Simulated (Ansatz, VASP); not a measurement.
Mg2CdTe3 in VASP and in Ansatz

```xyz
6
Lattice="4.6332 0.0000 0.0000 -2.3166 4.0125 0.0000 0.0000 0.0000 11.3163" Properties=species:S:1:pos:R:3 pbc="T T T"
Mg    0.0000    2.6750   11.3095
Mg    2.3166    1.3375    7.5734
Cd    0.0000    0.0000    3.7580
Te    0.0000    0.0000    0.8959
Te    2.3166    1.3375    4.7551
Te    0.0000    2.6750    8.4860
```

Alike in both runs: task single point; functional PBE; k mesh 6 × 6 × 2; occupations gaussian, width 0.1 eV; no spin polarisation.

```csv
,VASP,Ansatz
version,VASP 6.6.1,Ansatz 0.2.0
potentials or method,"VASP PAW PBE potentials, release 64 (Mg, Cd, Te), cutoff 520 eV","scalar-relativistic, plane waves, PAW"
valence electrons in the cell,34,88
```

|  | VASP | Ansatz | Ansatz less VASP |
| --- | --- | --- | --- |
| gap on the k mesh at the Fermi level (eV) | 1.46 | 1.46 | +0.005 |
| least direct gap on the mesh (eV) | 1.46 | 1.46 | +0.005 |
| pressure (GPa) | 0.0 | 0.0 | -0.02 |
| rms of the force components (eV/Å) | 0.006 | 0.001 | -0.0049 |

Atom by atom the forces differ by 0.005 eV/Å (rms over components). VASP's potentials hold 34 valence electrons a cell and Ansatz's 88, so a difference there can come from the potentials and not from the codes.

Neither program's run includes spin-orbit coupling.
